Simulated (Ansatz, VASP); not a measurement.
# One calculation of CdSe, two programs

```
Cd Se
1.0
     0.00000    2.84295    2.84295
     2.84295    0.00000    2.84295
     2.84295    2.84295    0.00000
Cd Se
1 1
Cartesian
  0.0000 0.0000 0.0000
  2.8429 2.8429 2.8429
```

Alike in both runs: task single point; functional HSE06; k mesh 4 × 4 × 4; occupations fermi-dirac, width 0.02 eV; no spin polarisation.

|  | VASP | Ansatz |
| --- | --- | --- |
| version | VASP 6.6.1 | Ansatz 0.2.0 |
| potentials or method | VASP PAW PBE potentials, release 64 (Cd, Se) | plane waves, PAW |
| plane-wave cutoff (eV) | 520 | 420 |
| valence electrons in the cell | 18 | 36 |

VASP gave:

| Property | Result |
| --- | --- |
| pressure (GPa) | 0.7 |

Task: What did Ansatz give for the same quantities?

Result: Pressure (GPa): 0.5.

With one functional, cell and mesh, what is left measures potentials, basis and numerics. VASP's potentials hold 18 valence electrons a cell and Ansatz's 36, so a difference there can come from the potentials and not from the codes. Ansatz's warnings: stress exchange threshold loose, stress scf threshold loose.

The k mesh is coarse, so the values compare programs but aren't converged.
